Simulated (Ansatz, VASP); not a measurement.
**HfC in VASP and in Ansatz**

The input INCAR:

```
SYSTEM = HfC
PREC = Accurate
ENCUT = 600
EDIFF = 1E-6
ISMEAR = -1
SIGMA = 0.05
LREAL = .FALSE.
LASPH = .TRUE.
NELM = 120
ALGO = Normal
ISIF = 2
LWAVE = .FALSE.
LCHARG = .FALSE.
GGA = PS
NBANDS = 14
GGA_COMPAT = .FALSE.
```

KPOINTS

```
regular mesh
0
G
  15 15 15
  0 0 0
```

The input POSCAR:

```
HfC
1.0
    0.0000000000      2.3555956139      2.3555956139
    2.3555956139      0.0000000000      2.3555956139
    2.3555956139      2.3555956139      0.0000000000
Hf C
1 1
Direct
    0.5000000000      0.5000000000      0.5000000000
    0.0000000000      0.0000000000      0.0000000000
```

Input for Ansatz:

```yaml
crystal:
  lattice:
    - [0.0, 2.3555956139, 2.3555956139]
    - [2.3555956139, 0.0, 2.3555956139]
    - [2.3555956139, 2.3555956139, 0.0]
  atoms:
    - { symbol: Hf, position: [0.5, 0.5, 0.5] }
    - { symbol: C, position: [0.0, 0.0, 0.0] }
kpoints:
  mp_grid: { grid: [15, 15, 15] }
scf:
  occupations: { method: fermi_dirac, width: 0.05 }
hamiltonian:
  xc: pbesol
  pseudopotentials: { kind: all_electron, lapw: { basis_error: 0.001 } }
output:
  forces: true
  stress: true
  eigenvalues: true
```

Change from the starting cell: volume scaled by 1.04.

Alike in both runs: task single point; functional PBEsol; k mesh 15 × 15 × 15; occupations fermi-dirac, width 0.05 eV; no spin polarisation.

|  | VASP | Ansatz |
| --- | --- | --- |
| version | VASP 6.6.1 | Ansatz 0.2.0 |
| potentials or method | VASP PAW PBE potentials, release 64 (Hf_pv, C), cutoff 600 eV | all-electron LAPW, scalar-relativistic |

Ansatz gave:

- pressure (GPa): -14.5

**Question.** Which values does VASP return?

**Answer.** Pressure (GPa): -15.2.

VASP's potentials were made for PBE, not for PBEsol. Ansatz ran all-electron here, and VASP with PAW potentials.

Neither program's run includes spin-orbit coupling.
